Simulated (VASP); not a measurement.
# Al in VASP: notebook

Al is run at these levels: PBE; tasks: single point.

Program: VASP 6.6.1. These are calculated values, not measurements. Logs are shortened: lines on timing, memory, paths and dates and some standing lists are left out, and cuts for length are marked.

## Step 1: The cell of the first run

The cell holds a slab with vacuum, 13 atoms: a = 5.714 Å, b = 5.714 Å, c = 19.675 Å, α = 90.00°, β = 90.00°, γ = 90.00°.

## Step 2: Single point, PBE

Input file INCAR:

```
SYSTEM = Al
ALGO     = Normal         ! electronic algorithm
DIPOL    = 0.5 0.5 0.328
EDIFF    = 1E-6           ! SCF threshold, eV
ENCUT    = 520            ! plane-wave cutoff, eV
GGA      = PE             ! functional
IDIPOL   = 3            
ISIF     = 2              ! what is computed and relaxed
ISMEAR   = 0              ! smearing method
LASPH    = .TRUE.         ! aspherical terms in the spheres
LCHARG   = .TRUE.         ! write CHGCAR
LDIPOL   = .TRUE.       
LELF     = .TRUE.         ! ELF
LREAL    = .FALSE.        ! projectors in reciprocal space
LVACPOTAV= .TRUE.       
LVHAR    = .TRUE.       
LWAVE    = .FALSE.        ! write WAVECAR
NBANDS   = 32             ! bands
NELM     = 100            ! most SCF steps
PREC     = Accurate       ! precision mode
SIGMA    = 0.1            ! smearing width, eV
```

Input file KPOINTS:

```
k-points
0
G
  5 5 1
  0 0 0
```

Input file POSCAR:

```
Al
1.0
    5.7135165838      0.0000000000      0.0000000000
    0.0000000000      5.7135165838      0.0000000000
    0.0000000000      0.0000000000     19.6746954281
Al
13
Direct
    0.2500000000      0.2500000000      0.2033068321
    0.2500000000      0.7500000000      0.2033068321
    0.7500000000      0.2500000000      0.2033068321
    0.7500000000      0.7500000000      0.2033068321
    0.0000000000      0.0000000000      0.3092728605
    0.0000000000      0.5000000000      0.3092728605
    0.5000000000      0.0000000000      0.3092728605
    0.5000000000      0.5000000000      0.3092728605
    0.2500000000      0.2500000000      0.4154928577
    0.2500000000      0.7500000000      0.4154928577
    0.7500000000      0.2500000000      0.4154928577
    0.7500000000      0.7500000000      0.4154928577
    0.2500000000      0.2500000000      0.5489759859
```

Potentials or basis: VASP PAW PBE potentials, release 64 (Al).

Launch:

```console
$ cat potpaw_PBE.64/Al/POTCAR > POTCAR
$ mpirun -np 1 vasp_std > vasp.out
```

OUTCAR:

```text
SYSTEM = Al
   EDIFF = 1E-6
   ENCUT = 520
   GGA = PE
   ISIF = 2
   ISMEAR = 0
   LASPH = .TRUE.
   LREAL = .FALSE.
   NELM = 100
   PREC = Accurate

 ion  position               nearest neighbor table
   1  0.250  0.250  0.203-   2 2.86   3 2.86   2 2.86   3 2.86   7 2.90   8 2.90   5 2.90   6 2.90

   2  0.250  0.750  0.203-   1 2.86   4 2.86   1 2.86   4 2.86   7 2.90   8 2.90   5 2.90   6 2.90

   3  0.750  0.250  0.203-   1 2.86   4 2.86   4 2.86   1 2.86   7 2.90   8 2.90   5 2.90   6 2.90
[... 15 lines left out ...]
  11  0.750  0.250  0.415-   9 2.86  12 2.86  12 2.86   9 2.86   5 2.91   6 2.91   7 2.91   8 2.91

  12  0.750  0.750  0.415-  10 2.86  11 2.86  11 2.86  10 2.86   5 2.91   6 2.91   7 2.91   8 2.91

  13  0.250  0.250  0.549-   9 2.63

  LATTYP: Found a simple tetragonal cell.
 ALAT       =     5.7135165838
 C/A-ratio  =     3.4435351923

  Lattice vectors:

 A1 = (   5.7135165838,   0.0000000000,   0.0000000000)
 A2 = (   0.0000000000,   5.7135165838,   0.0000000000)
 A3 = (   0.0000000000,   0.0000000000,  19.6746954281)

Analysis of symmetry for initial positions (statically):
=====================================================================
 Subroutine PRICEL returns:
 Original cell was already a primitive cell.

 Routine SETGRP: Setting up the symmetry group for a
 simple tetragonal supercell.

 Subroutine GETGRP returns: Found  8 space group operations
 (whereof  2 operations were pure point group operations)
 out of a pool of 16 trial point group operations.

The static configuration has the point symmetry C_1h.
 The point group associated with its full space group is C_4v.

Analysis of symmetry for dynamics (positions and initial velocities):
=====================================================================
 Subroutine PRICEL returns:
 Original cell was already a primitive cell.

 Routine SETGRP: Setting up the symmetry group for a
 simple tetragonal supercell.

 Subroutine GETGRP returns: Found  8 space group operations
 (whereof  2 operations were pure point group operations)
 out of a pool of 16 trial point group operations.

The dynamic configuration has the point symmetry C_1h.
 The point group associated with its full space group is C_4v.

 Subroutine INISYM returns: Found  8 space group operations
 (whereof  2 operations are pure point group operations),
 and found     1 'primitive' translations

----------------------------------------------------------------------------------------

                                     Primitive cell

  volume of cell :     642.2661

  direct lattice vectors                    reciprocal lattice vectors
     5.713516584  0.000000000  0.000000000     0.175023558  0.000000000  0.000000000
     0.000000000  5.713516584  0.000000000     0.000000000  0.175023558  0.000000000
     0.000000000  0.000000000 19.674695428     0.000000000  0.000000000  0.050826708

  length of vectors
     5.713516584  5.713516584 19.674695428     0.175023558  0.175023558  0.050826708

  position of ions in fractional coordinates (direct lattice)
     0.250000000  0.250000000  0.203306832
     0.250000000  0.750000000  0.203306832
     0.750000000  0.250000000  0.203306832
     0.750000000  0.750000000  0.203306832
     0.000000000  0.000000000  0.309272861
     0.000000000  0.500000000  0.309272861
     0.500000000  0.000000000  0.309272861
     0.500000000  0.500000000  0.309272861
     0.250000000  0.250000000  0.415492858
     0.250000000  0.750000000  0.415492858
     0.750000000  0.250000000  0.415492858
     0.750000000  0.750000000  0.415492858
     0.250000000  0.250000000  0.548975986

  ion indices of the primitive-cell ions
   primitive index   ion index
                 1           1
                 2           2
                 3           3
                 4           4
                 5           5
                 6           6
                 7           7
                 8           8
                 9           9
                10          10
                11          11
                12          12
                13          13

----------------------------------------------------------------------------------------

 KPOINTS: k-points

Automatic generation of k-mesh.
 Grid dimensions read from file:
 generate k-points for:    5    5    1

 Generating k-lattice:

  Cartesian coordinates                     Fractional coordinates (reciprocal lattice)
     0.035004712  0.000000000  0.000000000     0.200000000  0.000000000  0.000000000
     0.000000000  0.035004712  0.000000000     0.000000000  0.200000000  0.000000000
     0.000000000  0.000000000  0.050826708     0.000000000  0.000000000  1.000000000

  Length of vectors
     0.035004712  0.035004712  0.050826708

  Shift w.r.t. Gamma in fractional coordinates (k-lattice)
     0.000000000  0.000000000  0.000000000

 Subroutine IBZKPT returns following result:
 ===========================================

 Found      6 irreducible k-points:

 Following reciprocal coordinates:
            Coordinates               Weight
  0.000000  0.000000  0.000000      1.000000
  0.200000  0.000000  0.000000      4.000000
  0.400000  0.000000  0.000000      4.000000
  0.200000  0.200000  0.000000      4.000000
  0.400000  0.200000  0.000000      8.000000
  0.400000  0.400000  0.000000      4.000000
   k-points           NKPTS =      6   k-points in BZ     NKDIM =      6   number of bands    NBANDS=     32
   number of dos      NEDOS =    301   number of ions     NIONS =     13
   total plane-waves  NPLWV = 264600
   dimension x,y,z NGX =    42 NGY =   42 NGZ =  150
   dimension x,y,z NGXF=    84 NGYF=   84 NGZF=  300
   ions per type =              13
   NGX,Y,Z   is equivalent  to a cutoff of  12.22, 12.22, 12.67 a.u.
   NGXF,Y,Z  is equivalent  to a cutoff of  24.44, 24.44, 25.35 a.u.
 SYSTEM =  Al
   PREC   = accura    normal or accurate (medium, high low for compatibility)
   ISTART =      0    job   : 0-new  1-cont  2-samecut
   ICHARG =      2    charge: 1-file 2-atom 10-const
   ISPIN  =      1    spin polarized calculation?
   LNONCOLLINEAR =      F non collinear calculations
   LSORBIT =      F    spin-orbit coupling
   LASPH  =      T    aspherical Exc in radial PAW
   ENCUT  =  520.0 eV  38.22 Ry    6.18 a.u.  10.62 10.62 36.58*2*pi/ulx,y,z
   NELM   =    100;   NELMIN=  2; NELMDL= -5     # of ELM steps
   EDIFF  = 0.1E-05   stopping-criterion for ELM
   LREAL  =      F    real-space projection
   EDIFFG = 0.1E-04   stopping-criterion for IOM
   NSW    =      0    number of steps for IOM
   IBRION =     -1    ionic relax: 0-MD 1-quasi-New 2-CG
   NFREE  =      0    steps in history (QN), initial steepest desc. (CG)
   ISIF   =      2    stress and relaxation
   ISYM   =      2    0-nonsym 1-usesym 2-fastsym
   POTIM  = 0.5000    time-step for ionic-motion
   TEBEG  =    0.0;   TEEND  =   0.0 temperature during run
   PSTRESS=    0.0 pullay stress
   NELECT =      39.0000    total number of electrons
   NUPDOWN=      -1.0000    fix difference up-down
   EMIN   =  10.00;   EMAX   =-10.00  energy-range for DOS
   EFERMI =   0.00;   METHOD = LEGACY
   ISMEAR =     0;   SIGMA  =   0.10  broadening in eV -4-tet -1-fermi 0-gaus
   EFERMI_NEDOS =   21; number of points for ismear=-14 and -15
   IALGO  =     38    algorithm
   IMIX   =      4    mixing-type and parameters
     AMIX     =   0.40;   BMIX     =  1.00
     AMIX_MAG =   1.60;   BMIX_MAG =  1.00
  volume/ion in A,a.u.               =      49.41       333.40
  Fermi-wavevector in a.u.,A,eV,Ry     =   0.643465  1.215972  5.633448  0.414047
  Thomas-Fermi vector in A             =   1.710473
   LORBIT       =      0    0 simple, 1 ext, 2 COOP (PROOUT), +10 PAW based schemes
   GGA     = PE    functional components
   LHFCALC =     F    Hartree Fock is set to
   AEXX    =    0.0000 exact exchange contribution
   IVDW    =     0    specifies the selected vdW correction
   LEPSILON=     F    determine dielectric tensor
   LRPA    =     F    only Hartree local field effects (RPA)
 non-spin polarized calculation
 Gauss-broadening in eV      SIGMA  =   0.10
  energy-cutoff  :      520.00
  volume of cell :      642.27
 maximum number of plane-waves:     17320
   NGX = 21   NGY = 21   NGZ = 73

 dipolmoment           0.000000      0.000000      0.101480 electrons x Angstroem

 number of electron      38.9999999 magnetization

 dipolmoment           0.000000      0.000000     -0.063147 electrons x Angstroem

 Free energy of the ion-electron system (eV)
  ---------------------------------------------------
  ext. energy  EPLUGINS =         0.00000000
  ---------------------------------------------------
  free energy    TOTEN  =       -43.60861396 eV

  energy without entropy =      -43.59134008  energy(sigma->0) =      -43.59997702

 E-fermi :  -0.0579     XC(G=0):  -4.6941

 val. band max:       -0.0761220919   @ k =   0.0000   0.0000   0.0000
 cond. band min:      -0.0365671100   @ k =   0.4000   0.4000   0.0000
 fundamental gap:      0.0395549820
 Fermi energy:        -0.0578608228

 k-point     1 :       0.0000    0.0000    0.0000
  band No.  band energies     occupation
      1     -10.1863      2.00000
      2      -8.1481      2.00000
      3      -5.8793      2.00000
      4      -5.7820      2.00000
      5      -5.6745      2.00000
      6      -5.6745      2.00000
[... 193 lines left out ...]
     30       2.7221      0.00000
     31       2.9039      0.00000
 [bands above 31 left out]

------------------------ aborting loop because EDIFF is reached ----------------------------------------

  FORCE on cell =-STRESS in cart. coord.  units (eV):
  Direction    XX          YY          ZZ          XY          YZ          ZX
  --------------------------------------------------------------------------------------
  -------------------------------------------------------------------------------------
  Total       -8.3915526     -8.3915526     -0.2525847      0.0000000      0.0000000      0.0000000
  in kB      -20.9333098    -20.9333098     -0.6300901      0.0000000      0.0000000      0.0000000
  external PRESSURE =     -14.1655699 kB  Pullay stress =       0.0000000 kB

 VOLUME and BASIS-vectors are now :
 -----------------------------------------------------------------------------
  energy-cutoff  :      520.00
  volume of cell :      642.27
      direct lattice vectors                 reciprocal lattice vectors
     5.713516584  0.000000000  0.000000000     0.175023558  0.000000000  0.000000000
     0.000000000  5.713516584  0.000000000     0.000000000  0.175023558  0.000000000
     0.000000000  0.000000000 19.674695428     0.000000000  0.000000000  0.050826708

 POSITION                                       TOTAL-FORCE (eV/Angst)
 -----------------------------------------------------------------------------------
      1.42838      1.42838      4.00000         0.000000     -0.000000     -0.013561
      1.42838      4.28514      4.00000         0.000000     -0.000000     -0.035856
      4.28514      1.42838      4.00000         0.000000      0.000000     -0.035856
      4.28514      4.28514      4.00000         0.000000      0.000000      0.031845
      0.00000      0.00000      6.08485         0.021981      0.021981      0.054117
      0.00000      2.85676      6.08485         0.021981     -0.021981      0.054117
      2.85676      0.00000      6.08485        -0.021981      0.021981      0.054117
      2.85676      2.85676      6.08485        -0.021981     -0.021981      0.054117
      1.42838      1.42838      8.17470         0.000000      0.000000     -0.659322
      1.42838      4.28514      8.17470         0.000000     -0.000000      0.215302
      4.28514      1.42838      8.17470         0.000000      0.000000      0.215302
      4.28514      4.28514      8.17470         0.000000      0.000000      0.069852
      1.42838      1.42838     10.80094         0.000000     -0.000000     -0.004173
 -----------------------------------------------------------------------------------
    total drift:                               -0.000000     -0.000000      0.000058

  FREE ENERGIE OF THE ION-ELECTRON SYSTEM (eV)
  ---------------------------------------------------
  free  energy   TOTEN  =       -43.6086139631 eV

  energy  without entropy=      -43.5913400758  energy(sigma->0) =      -43.59997702

 vacuum level on the upper side and lower side of the slab         4.001         4.352
```

Run time: 2.8 min. Hardware: 1 thread of Intel Xeon 6975P-C (Granite Rapids), shared host; peak memory 0.55 GiB.

What came out:

- Free energy: -43.6086 eV
- Largest force: 0.659 eV/Å
- Band gap on the k mesh: zero (an odd number of electrons rules out a gap without spin polarisation)

Forces in eV/Å, atoms in the order of the input:
```
Al   0.000  0.000 -0.014
Al   0.000  0.000 -0.036
Al   0.000  0.000 -0.036
Al   0.000  0.000  0.032
Al   0.022  0.022  0.054
Al   0.022 -0.022  0.054
Al  -0.022  0.022  0.054
Al  -0.022 -0.022  0.054
Al   0.000  0.000 -0.659
Al   0.000  0.000  0.215
Al   0.000  0.000  0.215
Al   0.000  0.000  0.070
Al   0.000  0.000 -0.004
```

Levels at points of the mesh, in eV from the Fermi level:
| k point | band 16 | band 17 | band 18 | band 19 | band 20 | band 21 | band 22 | band 23 |
| --- | --- | --- | --- | --- | --- | --- | --- | --- |
| (0.00, 0.00, 0.00) | -1.03 | -0.88 | -0.74 | -0.39 | -0.34 | -0.34 | -0.02 | -0.02 |

## Step 3: Single point, PBE

Input file INCAR:

```
PREC = Accurate ; ENCUT = 520
EDIFF = 1E-6 ; ISMEAR = 0
SIGMA = 0.1 ; LREAL = False
LASPH = True ; NELM = 60
ALGO = Normal ; ISIF = 2
LWAVE = False ; LCHARG = True
LDIPOL = True ; IDIPOL = 3
DIPOL = 0.5 0.5 0.325 ; GGA = PE
LELF = True ; LVHAR = True
LVACPOTAV = True ; NBANDS = 32
```

Input file KPOINTS:

```
regular mesh
0
Gamma
  5 5 1
```

POSCAR, as its differences from that of step 2:

```diff
@@ -20,2 +20,2 @@
     0.7500000000      0.7500000000      0.4154928577
-    0.2500000000      0.2500000000      0.5489759859
+    0.5000000000      0.5000000000      0.5093136486
```

Potentials or basis: VASP PAW PBE potentials, release 64 (Al).

Launch:

```console
$ cat potpaw_PBE.64/Al/POTCAR > POTCAR
$ mpirun -np 1 vasp_std > vasp.out
```

OUTCAR:

```text
PREC = Accurate
   ENCUT = 520
   EDIFF = 1E-6
   ISMEAR = 0
   LREAL = False
   LASPH = True
   NELM = 60
   ISIF = 2
   GGA = PE

 ion  position               nearest neighbor table
   1  0.250  0.250  0.203-   2 2.86   3 2.86   2 2.86   3 2.86   7 2.90   8 2.90   5 2.90   6 2.90

   2  0.250  0.750  0.203-   1 2.86   4 2.86   1 2.86   4 2.86   7 2.90   8 2.90   5 2.90   6 2.90

   3  0.750  0.250  0.203-   1 2.86   4 2.86   4 2.86   1 2.86   7 2.90   8 2.90   5 2.90   6 2.90
[... 4 lines left out ...]
                            11 2.91  12 2.91   9 2.91  10 2.91
   6  0.000  0.500  0.309-   5 2.86   8 2.86   5 2.86   8 2.86   1 2.90   2 2.90   3 2.90   4 2.90
                            11 2.91  12 2.91   9 2.91  10 2.91
   7  0.500  0.000  0.309-   5 2.86   8 2.86   8 2.86   5 2.86   1 2.90   2 2.90   3 2.90   4 2.90
                            11 2.91  12 2.91   9 2.91  10 2.91
   8  0.500  0.500  0.309-   6 2.86   7 2.86   7 2.86   6 2.86   1 2.90   2 2.90   3 2.90   4 2.90
                            11 2.91  12 2.91   9 2.91  10 2.91
   9  0.250  0.250  0.415-  13 2.74  11 2.86  10 2.86  10 2.86  11 2.86   6 2.91   7 2.91   8 2.91
                             5 2.91
  10  0.250  0.750  0.415-  13 2.74  12 2.86   9 2.86   9 2.86  12 2.86   6 2.91   7 2.91   8 2.91
                             5 2.91
  11  0.750  0.250  0.415-  13 2.74  12 2.86   9 2.86  12 2.86   9 2.86   6 2.91   7 2.91   8 2.91
                             5 2.91
[... 412 lines left out ...]
  -------------------------------------------------------------------------------------
  Total       -6.8156324     -6.8156324     -0.4424762      0.0000000      0.0000000      0.0000000
  in kB      -17.0020676    -17.0020676     -1.1037875      0.0000000      0.0000000      0.0000000
  external PRESSURE =     -11.7026409 kB  Pullay stress =       0.0000000 kB

 VOLUME and BASIS-vectors are now :
 -----------------------------------------------------------------------------
  energy-cutoff  :      520.00
  volume of cell :      642.27
      direct lattice vectors                 reciprocal lattice vectors
     5.713516584  0.000000000  0.000000000     0.175023558  0.000000000  0.000000000
     0.000000000  5.713516584  0.000000000     0.000000000  0.175023558  0.000000000
     0.000000000  0.000000000 19.674695428     0.000000000  0.000000000  0.050826708

 POSITION                                       TOTAL-FORCE (eV/Angst)
 -----------------------------------------------------------------------------------
      1.42838      1.42838      4.00000        -0.005127     -0.005127      0.009348
      1.42838      4.28514      4.00000        -0.005127      0.005127      0.009348
      4.28514      1.42838      4.00000         0.005127     -0.005127      0.009348
      4.28514      4.28514      4.00000         0.005127      0.005127      0.009348
      0.00000      0.00000      6.08485        -0.000000      0.000000     -0.007499
      0.00000      2.85676      6.08485         0.000000     -0.000000      0.043011
      2.85676      0.00000      6.08485        -0.000000     -0.000000      0.043011
      2.85676      2.85676      6.08485         0.000000      0.000000      0.073428
      1.42838      1.42838      8.17470        -0.261831     -0.261831     -0.053349
      1.42838      4.28514      8.17470        -0.261831      0.261831     -0.053349
      4.28514      1.42838      8.17470         0.261831     -0.261831     -0.053349
      4.28514      4.28514      8.17470         0.261831      0.261831     -0.053349
      2.85676      2.85676     10.02059         0.000000      0.000000      0.024052
 -----------------------------------------------------------------------------------
    total drift:                                0.000000     -0.000000      0.000042

  FREE ENERGIE OF THE ION-ELECTRON SYSTEM (eV)
  ---------------------------------------------------
  free  energy   TOTEN  =       -44.4186553150 eV

  energy  without entropy=      -44.3854152097  energy(sigma->0) =      -44.40203526

 vacuum level on the upper side and lower side of the slab         4.178         4.214
```

OSZICAR:

```text
N       E                     dE             d eps       ncg     rms          rms(c)
DAV:   1     0.122106726669E+03    0.12211E+03   -0.11246E+04   384   0.842E+02
DAV:   2    -0.380901638117E+02   -0.16020E+03   -0.15466E+03   552   0.138E+02
DAV:   3    -0.460393428124E+02   -0.79492E+01   -0.77693E+01   488   0.312E+01
[... 17 lines left out ...]
DAV:  21    -0.444186492083E+02   -0.23118E-04   -0.31701E-06   392   0.388E-03    0.155E-03
DAV:  22    -0.444186516262E+02   -0.24179E-05   -0.18227E-07   320   0.150E-03    0.823E-04
DAV:  23    -0.444186536835E+02   -0.20572E-05   -0.21682E-07   320   0.127E-03    0.539E-04
DAV:  24    -0.444186547979E+02   -0.11144E-05   -0.11178E-07   304   0.968E-04    0.281E-04
DAV:  25    -0.444186553150E+02   -0.51717E-06   -0.70020E-08   296   0.722E-04
   1 F= -.44418655E+02 E0= -.44402035E+02  d E =-.332401E-01
```

It took 2.6 min on 1 thread of Intel Xeon 6975P-C (Granite Rapids), shared host; peak memory 0.55 GiB.

Results:

- Free energy: -44.4187 eV
- Largest force: 0.374 eV/Å
- Band gap on the k mesh: zero (an odd number of electrons rules out a gap without spin polarisation)

Forces in eV/Å, atoms in the order of the input:
```
Al  -0.005 -0.005  0.009
Al  -0.005  0.005  0.009
Al   0.005 -0.005  0.009
Al   0.005  0.005  0.009
Al   0.000  0.000 -0.007
Al   0.000  0.000  0.043
Al   0.000  0.000  0.043
Al   0.000  0.000  0.073
Al  -0.262 -0.262 -0.053
Al  -0.262  0.262 -0.053
Al   0.262 -0.262 -0.053
Al   0.262  0.262 -0.053
Al   0.000  0.000  0.024
```

The gap in the log of VASP goes by the Fermi energy; the results here count the filled bands.